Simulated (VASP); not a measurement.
# Ti3SiN3 in VASP: relaxation of the atoms with PBE

Aim: the relaxation of the atoms of Ti3SiN3 with PBE.

All numbers are computed with VASP 6.6.1; they aren't measurements. Logs are shortened: lines on timing, memory, paths and dates and some standing lists are left out, and cuts for length are marked.

### 1 The cell of the first run

The cell holds a slab with vacuum, 7 atoms: a = 3.003 Å, b = 3.003 Å, c = 21.554 Å, α = 90.00°, β = 90.00°, γ = 120.00°.

### 2 Relaxation of the atoms, PBE

INCAR reads:

```
SYSTEM = Ti3SiN3
PREC = Accurate
ENCUT = 520
EDIFF = 1E-6
ISMEAR = 0
SIGMA = 0.1
LREAL = .False.
LASPH = .True.
NELM = 80
ALGO = Normal
ISIF = 2
LWAVE = .False.
LCHARG = .False.
LDIPOL = .True.
IDIPOL = 3
DIPOL = 0.5 0.5 0.363
GGA = PE
IBRION = 2
NSW = 36
EDIFFG = -0.025
```

KPOINTS reads:

```
regular mesh
0
Gamma
  9 9 1
  0 0 0
```

POSCAR reads:

```
Ti3SiN3
1.0
    3.0028555065      0.0000000000      0.0000000000
   -1.5014277533      2.6005491526      0.0000000000
    0.0000000000      0.0000000000     21.5541471922
N Ti Si
3 3 1
Selective dynamics
Direct
    0.3333333333      0.6666666667      0.1855791354  F F F
    0.0000000000      0.0000000000      0.2993308525  F F F
    0.6666666667      0.3333333333      0.4147299352  F F F
    0.6666666667      0.3333333333      0.2424549940  F F F
    0.3333333333      0.6666666667      0.3575097830  F F F
    0.0000000000      0.0000000000      0.4664599858  F F F
    0.1666666667      0.3333333333      0.5775080005  F F T
```

Potentials or basis: VASP PAW PBE potentials, release 64 (N, Ti_sv, Si).

Command:

```sh
$ cat potpaw_PBE.64/N/POTCAR potpaw_PBE.64/Ti_sv/POTCAR potpaw_PBE.64/Si/POTCAR > POTCAR
$ mpirun -np 1 vasp_std > vasp.out
```

OUTCAR:

```text
SYSTEM = Ti3SiN3
   PREC = Accurate
   ENCUT = 520
   EDIFF = 1E-6
   ISMEAR = 0
   LREAL = .False.
   LASPH = .True.
   NELM = 80
   ISIF = 2
   GGA = PE
   IBRION = 2
   NSW = 36
   EDIFFG = -0.025

 ion  position               nearest neighbor table
   1  0.333  0.667  0.186-   4 2.12   4 2.12   4 2.12
   2  0.000  0.000  0.299-   4 2.12   4 2.12   4 2.12   5 2.14   5 2.14   5 2.14
   3  0.667  0.333  0.415-   6 2.06   6 2.06   6 2.06   5 2.13   5 2.13   5 2.13
   4  0.667  0.333  0.242-   2 2.12   2 2.12   2 2.12   1 2.12   1 2.12   1 2.12
   5  0.333  0.667  0.358-   3 2.13   3 2.13   3 2.13   2 2.14   2 2.14   2 2.14   6 2.92   6 2.92
                             6 2.92
   6  0.000  0.000  0.466-   3 2.06   3 2.06   3 2.06   7 2.55   5 2.92   5 2.92   5 2.92
   7  0.167  0.333  0.578-   6 2.55

  LATTYP: Found a hexagonal cell.
 ALAT       =     3.0028555065
 C/A-ratio  =     7.1778835663

  Lattice vectors:

 A1 = (   3.0028555065,   0.0000000000,   0.0000000000)
 A2 = (  -1.5014277533,   2.6005491526,   0.0000000000)
 A3 = (   0.0000000000,   0.0000000000,  21.5541471922)

Analysis of symmetry for initial positions (statically):
=====================================================================
 Subroutine PRICEL returns:
 Original cell was already a primitive cell.

 Routine SETGRP: Setting up the symmetry group for a
 hexagonal supercell.

 Subroutine GETGRP returns: Found  2 space group operations
 (whereof  2 operations were pure point group operations)
 out of a pool of 24 trial point group operations.

The static configuration has the point symmetry C_1h.

Analysis of symmetry for dynamics (positions and initial velocities):
=====================================================================
 Subroutine PRICEL returns:
 Original cell was already a primitive cell.

 Routine SETGRP: Setting up the symmetry group for a
 hexagonal supercell.

 Subroutine GETGRP returns: Found  2 space group operations
 (whereof  2 operations were pure point group operations)
 out of a pool of 24 trial point group operations.

The dynamic configuration has the point symmetry C_1h.

Analysis of constrained symmetry for selective dynamics:
=====================================================================
 Subroutine PRICEL returns:
 Original cell was already a primitive cell.

 Routine SETGRP: Setting up the symmetry group for a
 hexagonal supercell.

 Subroutine GETGRP returns: Found  2 space group operations
 (whereof  2 operations were pure point group operations)
 out of a pool of 24 trial point group operations.

The constrained configuration has the point symmetry C_1h.

 Subroutine INISYM returns: Found  2 space group operations
 (whereof  2 operations are pure point group operations),
 and found     1 'primitive' translations

----------------------------------------------------------------------------------------

                                     Primitive cell

  volume of cell :     168.3179

  direct lattice vectors                    reciprocal lattice vectors
     3.002855506  0.000000000  0.000000000     0.333016357  0.192267083  0.000000000
    -1.501427753  2.600549153  0.000000000     0.000000000  0.384534166  0.000000000
     0.000000000  0.000000000 21.554147192     0.000000000  0.000000000  0.046394784

  length of vectors
     3.002855506  3.002855507 21.554147192     0.384534166  0.384534166  0.046394784

  position of ions in fractional coordinates (direct lattice)
     0.333333333  0.666666667  0.185579135
     0.000000000  0.000000000  0.299330852
     0.666666667  0.333333333  0.414729935
     0.666666667  0.333333333  0.242454994
     0.333333333  0.666666667  0.357509783
     0.000000000  0.000000000  0.466459986
     0.166666667  0.333333333  0.577508001

  ion indices of the primitive-cell ions
   primitive index   ion index
                 1           1
                 2           2
                 3           3
                 4           4
                 5           5
                 6           6
                 7           7

----------------------------------------------------------------------------------------

 KPOINTS: regular mesh

Automatic generation of k-mesh.
 Grid dimensions read from file:
 generate k-points for:    9    9    1

 Generating k-lattice:

  Cartesian coordinates                     Fractional coordinates (reciprocal lattice)
     0.037001817  0.021363009  0.000000000     0.111111111  0.000000000  0.000000000
     0.000000000  0.042726018  0.000000000     0.000000000  0.111111111  0.000000000
     0.000000000  0.000000000  0.046394784     0.000000000  0.000000000  1.000000000

  Length of vectors
     0.042726018  0.042726018  0.046394784

  Shift w.r.t. Gamma in fractional coordinates (k-lattice)
     0.000000000  0.000000000  0.000000000

 Subroutine IBZKPT returns following result:
 ===========================================

 Found     25 irreducible k-points:

 Following reciprocal coordinates:
            Coordinates               Weight
  0.000000  0.000000  0.000000      1.000000
  0.111111  0.000000  0.000000      4.000000
  0.000000  0.111111  0.000000      2.000000
  0.222222 -0.000000  0.000000      4.000000
  0.000000  0.222222  0.000000      2.000000
  0.333333  0.000000  0.000000      4.000000
[... 16 lines left out ...]
 -0.222222 -0.444444  0.000000      4.000000
  0.444444  0.333333  0.000000      4.000000
   k-points           NKPTS =     25   k-points in BZ     NKDIM =     25   number of bands    NBANDS=     33
   number of dos      NEDOS =    301   number of ions     NIONS =      7
   total plane-waves  NPLWV =  92160
   dimension x,y,z NGX =    24 NGY =   24 NGZ =  160
   dimension x,y,z NGXF=    48 NGYF=   48 NGZF=  320
   ions per type =               3   3   1
   NGX,Y,Z   is equivalent  to a cutoff of  13.29, 13.29, 12.34 a.u.
   NGXF,Y,Z  is equivalent  to a cutoff of  26.57, 26.57, 24.68 a.u.
 SYSTEM =  Ti3SiN3
   PREC   = accura    normal or accurate (medium, high low for compatibility)
   ISTART =      0    job   : 0-new  1-cont  2-samecut
   ICHARG =      2    charge: 1-file 2-atom 10-const
   ISPIN  =      1    spin polarized calculation?
   LNONCOLLINEAR =      F non collinear calculations
   LSORBIT =      F    spin-orbit coupling
   LASPH  =      T    aspherical Exc in radial PAW
   ENCUT  =  520.0 eV  38.22 Ry    6.18 a.u.   5.58  5.58 40.08*2*pi/ulx,y,z
   NELM   =     80;   NELMIN=  2; NELMDL= -5     # of ELM steps
   EDIFF  = 0.1E-05   stopping-criterion for ELM
   LREAL  =      F    real-space projection
   EDIFFG = -.3E-01   stopping-criterion for IOM
   NSW    =     36    number of steps for IOM
   IBRION =      2    ionic relax: 0-MD 1-quasi-New 2-CG
   NFREE  =      1    steps in history (QN), initial steepest desc. (CG)
   ISIF   =      2    stress and relaxation
   ISYM   =      2    0-nonsym 1-usesym 2-fastsym
   POTIM  = 0.5000    time-step for ionic-motion
   TEBEG  =    0.0;   TEEND  =   0.0 temperature during run
   PSTRESS=    0.0 pullay stress
   NELECT =      55.0000    total number of electrons
   NUPDOWN=      -1.0000    fix difference up-down
   EMIN   =  10.00;   EMAX   =-10.00  energy-range for DOS
   EFERMI =   0.00;   METHOD = LEGACY
   ISMEAR =     0;   SIGMA  =   0.10  broadening in eV -4-tet -1-fermi 0-gaus
   EFERMI_NEDOS =   21; number of points for ismear=-14 and -15
   IALGO  =     38    algorithm
   IMIX   =      4    mixing-type and parameters
     AMIX     =   0.40;   BMIX     =  1.00
     AMIX_MAG =   1.60;   BMIX_MAG =  1.00
  volume/ion in A,a.u.               =      24.05       162.27
  Fermi-wavevector in a.u.,A,eV,Ry     =   1.127593  2.130841 17.299337  1.271465
  Thomas-Fermi vector in A             =   2.264279
   LORBIT       =      0    0 simple, 1 ext, 2 COOP (PROOUT), +10 PAW based schemes
   GGA     = PE    functional components
   LHFCALC =     F    Hartree Fock is set to
   AEXX    =    0.0000 exact exchange contribution
   IVDW    =     0    specifies the selected vdW correction
   LEPSILON=     F    determine dielectric tensor
   LRPA    =     F    only Hartree local field effects (RPA)
 conjugate gradient relaxation of ions
 non-spin polarized calculation
 Gauss-broadening in eV      SIGMA  =   0.10
  energy-cutoff  :      520.00
  volume of cell :      168.32
 maximum number of plane-waves:      4581
   NGX = 11   NGY = 11   NGZ = 81

 dipolmoment           0.000000      0.000000      0.042925 electrons x Angstroem

--------------------------------------- Ionic step        1  -------------------------------------------

 number of electron      55.0000014 magnetization

 Free energy of the ion-electron system (eV)
  ---------------------------------------------------
  ext. energy  EPLUGINS =         0.00000000
  ---------------------------------------------------
  free energy    TOTEN  =       -59.79748799 eV

  energy without entropy =      -59.77800632  energy(sigma->0) =      -59.78774716

------------------------ aborting loop because EDIFF is reached ----------------------------------------

  FORCE on cell =-STRESS in cart. coord.  units (eV):
  Direction    XX          YY          ZZ          XY          YZ          ZX
  --------------------------------------------------------------------------------------
  -------------------------------------------------------------------------------------
  Total       -3.5779133     -2.5082477     -3.3731647      0.0000000      1.8318354     -0.0000000
  in kB      -34.0572873    -23.8754003    -32.1083347      0.0000000     17.4367960     -0.0000000
  external PRESSURE =     -30.0136741 kB  Pullay stress =       0.0000000 kB
[... 69 lines left out ...]
--------------------------------------- Ionic step        3  -------------------------------------------

 number of electron      55.0000013 magnetization

 dipolmoment           0.000000      0.000000     -0.126315 electrons x Angstroem

 Free energy of the ion-electron system (eV)
  ---------------------------------------------------
  ext. energy  EPLUGINS =         0.00000000
  ---------------------------------------------------
  free energy    TOTEN  =       -59.79885843 eV

  energy without entropy =      -59.77962239  energy(sigma->0) =      -59.78924041

 E-fermi :   0.5365     XC(G=0):  -6.4346

 val. band max:        0.5104726557   @ k =  -0.1111   0.3333   0.0000
 cond. band min:       0.5659009252   @ k =   0.3333   0.2222   0.0000
 fundamental gap:      0.0554282694
 Fermi energy:         0.5364889465

 k-point     1 :       0.0000    0.0000    0.0000
  band No.  band energies     occupation
      1     -57.0331      2.00000
      2     -56.4531      2.00000
      3     -55.9871      2.00000
      4     -33.4479      2.00000
      5     -33.0943      2.00000
      6     -33.0892      2.00000
[... 853 lines left out ...]
     32       2.3882      0.00000
     33       2.7136      0.00000

 [... further k-points ...]

------------------------ aborting loop because EDIFF is reached ----------------------------------------

 vacuum level on the upper side and lower side of the slab       (xc-potential included)        -1.436         1.418

  FORCE on cell =-STRESS in cart. coord.  units (eV):
  Direction    XX          YY          ZZ          XY          YZ          ZX
  --------------------------------------------------------------------------------------
  -------------------------------------------------------------------------------------
  Total       -3.5739185     -2.4402345     -3.0587205      0.0000000      1.9164706     -0.0000000
  in kB      -34.0192611    -23.2279994    -29.1152172      0.0000000     18.2424182     -0.0000000
  external PRESSURE =     -28.7874926 kB  Pullay stress =       0.0000000 kB
[... 22 lines left out ...]
  FREE ENERGIE OF THE ION-ELECTRON SYSTEM (eV)
  ---------------------------------------------------
  free  energy   TOTEN  =       -59.7988584329 eV

  energy  without entropy=      -59.7796223856  energy(sigma->0) =      -59.78924041

 reached required accuracy - stopping structural energy minimisation

 vacuum level on the upper side and lower side of the slab         5.876         8.803
```

Wall time 5.8 min (1 thread of Intel Xeon Platinum 8559C (Emerald Rapids), shared host); peak memory 0.36 GiB.

What came out:

| Item | Value |
| --- | --- |
| Free energy | -59.7989 eV |
| Energy gained by relaxing | 0.2 meV/atom |
| Ionic steps | 3 |
| Band gap on the k mesh | zero (an odd number of electrons rules out a gap without spin polarisation) |

Step by step:
```
step  energy change (eV)  largest force on free atoms (eV/Å)  pressure (GPa)
   1              0.0000                              0.1192           -3.00
   2             -0.0006                              0.0900           -2.97
   3             -0.0014                              0.0021           -2.88
```

Final structure:
```
CELL_PARAMETERS angstrom
3.00286 0.00000 0.00000
-1.50143 2.60055 0.00000
0.00000 0.00000 21.55415
ATOMIC_POSITIONS crystal
N 0.33333 0.66667 0.18558
N 0.00000 0.00000 0.29933
N 0.66667 0.33333 0.41473
Ti 0.66667 0.33333 0.24246
Ti 0.33333 0.66667 0.35751
Ti 0.00000 0.00000 0.46646
Si 0.16667 0.33333 0.57644
```

Levels at points of the mesh, in eV from the Fermi level:
```tsv
k point	band 26	band 27	band 28	band 29	band 30	band 31
(0.00, 0.00, 0.00)	-0.25	0.33	0.34	0.48	1.55	1.57
```

Caveat: an odd number of electrons without spin polarisation forces a metal; a magnetic or distorted state may lie lower.

The gap in the log of VASP goes by the Fermi energy; the results here count the filled bands.